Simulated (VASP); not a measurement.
Write the native input for VASP 6.6.1 that does the following.

```yaml
Task: relaxation of cell and atoms
Functional: PBE
Potentials_or_basis: VASP PAW PBE potentials, release 64 (Ca_sv, Nb_sv)
Cutoff: 600 eV
k_mesh: 4 × 4 × 4
Occupations: gaussian, width 0.1 eV
Spin: no spin polarisation
Dipole_correction: no
Further_INCAR_settings: ALGO = Normal; EDIFF = 1e-06; IBRION = 2; EDIFFG = -0.04; NSW = 90; ISIF = 3
```

The structure of Ca3Nb lies in POSCAR:

```
Ca3Nb
1.0
    4.6140274395      0.0000000000      0.0000000000
    0.0000000000      4.6140274395      0.0000000000
    0.0000000000      0.0000000000      4.6140274395
Ca Nb
3 1
Direct
    0.0000000000      0.5000000000      0.5000000000
    0.5000000000      0.0000000000      0.5000000000
    0.5000000000      0.5000000000      0.0000000000
    0.0000000000      0.0000000000      0.0000000000
```

The input as run:

INCAR

```
ALGO = Normal ; EDIFF = 1E-6
EDIFFG = -0.04 ; ENCUT = 600
GGA = PE ; IBRION = 2
ISIF = 3 ; ISMEAR = 0
LASPH = T ; LCHARG = F
LREAL = F ; LWAVE = F
NELM = 60 ; NSW = 90
PREC = Accurate ; SIGMA = 0.1
```

KPOINTS

```
k-points
0
Gamma
  4 4 4
```

Potentials or basis: VASP PAW PBE potentials, release 64 (Ca_sv, Nb_sv).

Launch:

```sh
$ cat potpaw_PBE.64/Ca_sv/POTCAR potpaw_PBE.64/Nb_sv/POTCAR > POTCAR
$ mpirun -np 1 vasp_std > vasp.out
```

It gave:

```
Relaxed volume                        : 31.01 Å³/atom
Relaxed cell                          : a = 4.987 Å, b = 4.987 Å, c = 4.987 Å, α = 90.00°, β = 90.00°, γ = 90.00°
Space group after relaxing (to 0.1 Å) : Pm-3m (No. 221)
Energy gained by relaxing             : 174.5 meV/atom
Ionic steps                           : 3
Pressure after relaxing               : -0.1 GPa
Band gap on the k mesh                : zero (an odd number of electrons rules out a gap without spin polarisation)
```

Caveat: the volume moved by over 15 % at a fixed basis, so the end points are rough.

Run time: 75 s on 1 thread of AMD EPYC 9R45 96-Core Processor (Zen 5), with other jobs on the host, peak memory 0.22 GiB.
